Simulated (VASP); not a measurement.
Wanted: the native input for a VASP 6.6.1 run.

| Item | Value |
| --- | --- |
| Task | single point |
| Functional | r2SCAN |
| Potentials or basis | VASP PAW PBE potentials, release 64 (Au) |
| Cutoff | 520 eV |
| k mesh | 24 × 24 × 12 |
| Occupations | gaussian, width 0.15 eV |
| Spin | no spin polarisation |
| Dipole correction | no |
| Further INCAR settings | ALGO = Normal; EDIFF = 1e-06; NBANDS = 18 |

Crystal: Au.

```
CELL_PARAMETERS angstrom
1.41993 -2.52520 0.00000
1.41993 2.52520 0.00000
0.00000 0.00000 4.85684
ATOMIC_POSITIONS crystal
Au 0.66415 0.33585 0.25000
Au 0.33585 0.66415 0.75000
```

This cell differs from its parent crystal: strain -0.0100 x Voigt [0, 1, 0, 0, 0, 0].

One way to write it, as run:

POSCAR

```
Au
1.0
    1.4199310067     -2.5251966166      0.0000000000
    1.4199310067      2.5251966166      0.0000000000
    0.0000000000      0.0000000000      4.8568390303
Au
2
Direct
    0.6641465040      0.3358534960      0.2500000000
    0.3358534960      0.6641465040      0.7500000000
```

INCAR.step1

```
SYSTEM = Au
  PREC = Accurate
  ENCUT = 520
  ISMEAR = 0
  SIGMA = 0.15
  LREAL = .False.
  LASPH = .True.
  NELM = 100
  NBANDS = 18
  GGA = PE
  ALGO = Normal
  EDIFF = 1E-4
  LWAVE = .True.
  LCHARG = .False.
```

INCAR.step2

```
SYSTEM = Au
  PREC = Accurate
  ENCUT = 520
  EDIFF = 1E-6
  ISMEAR = 0
  SIGMA = 0.15
  LREAL = .False.
  LASPH = .True.
  NELM = 100
  ALGO = Normal
  ISIF = 2
  LWAVE = .False.
  LCHARG = .False.
  METAGGA = R2SCAN
  LMIXTAU = .True.
  NBANDS = 18
  ISTART = 1
```

KPOINTS

```
regular mesh
0
Gamma
  24 24 12
  0 0 0
```

Potentials or basis: VASP PAW PBE potentials, release 64 (Au).

Command:

```console
$ cat potpaw_PBE.64/Au/POTCAR > POTCAR
$ cp INCAR.step1 INCAR
$ mpirun -np 1 vasp_std > vasp.out
$ cp INCAR.step2 INCAR
$ mpirun -np 1 vasp_std > vasp.out
```

It gave:

```
Pressure               : 1.8 GPa
Band gap on the k mesh : zero (bands 11 and 12 overlap by 7.14 eV)
```

Caveat: the cell differs from its parent crystal (strain -0.0100 x Voigt [0, 1, 0, 0, 0, 0]); the PAW data sets were made with another functional, which shifts forces and pressure a little; spin-orbit coupling is left out, which moves the levels of the heavy elements.

It took 36 min on 1 thread of Oxide Virtual Turin-like Processor, with other jobs on the host, peak memory 0.59 GiB.
